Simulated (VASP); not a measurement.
Wanted: the native input for a VASP 6.6.1 run.

```yaml
Task: single point
Functional: PBE
Potentials_or_basis: VASP PAW PBE potentials, release 64 (Ta_pv)
Cutoff: 520 eV
k_mesh: 20 × 20 × 20
Occupations: gaussian, width 0.15 eV
Spin: no spin polarisation
Dipole_correction: no
Further_INCAR_settings: ALGO = Normal; EDIFF = 1e-06; NBANDS = 12
```

The structure of Ta lies in POSCAR:

```
Ta
1.0
   -1.7008184000      1.6512800000      1.6512800000
    1.7008184000     -1.6512800000      1.6512800000
    1.7008184000      1.6512800000     -1.6512800000
Ta
1
Direct
    0.0000000000      0.0000000000      0.0000000000
```

This cell differs from its parent crystal: strain +0.0300 x Voigt [1, 0, 0, 0, 0, 0].

The input as run:

INCAR

```
  PREC = Accurate
  ENCUT = 520
  EDIFF = 1E-6
  ISMEAR = 0
  SIGMA = 0.15
  LREAL = False
  LASPH = True
  NELM = 80
  ALGO = Normal
  ISIF = 2
  LWAVE = False
  LCHARG = False
  GGA = PE
  NBANDS = 12
```

KPOINTS

```
Automatic mesh
0
Gamma
  20 20 20
```

Potentials or basis: VASP PAW PBE potentials, release 64 (Ta_pv).

Command:

```console
$ cat potpaw_PBE.64/Ta_pv/POTCAR > POTCAR
$ mpirun -np 1 vasp_std > vasp.out
```

Results of the run:

* Pressure: -2.5 GPa
* Band gap on the k mesh: zero (an odd number of electrons rules out a gap without spin polarisation)

Caveat: the cell differs from its parent crystal (strain +0.0300 x Voigt [1, 0, 0, 0, 0, 0]); spin-orbit coupling is left out, which moves the levels of the heavy elements.

Run time: 110 s on 1 thread of Intel Xeon 8259CL, with other jobs on the host, peak memory 0.25 GiB.
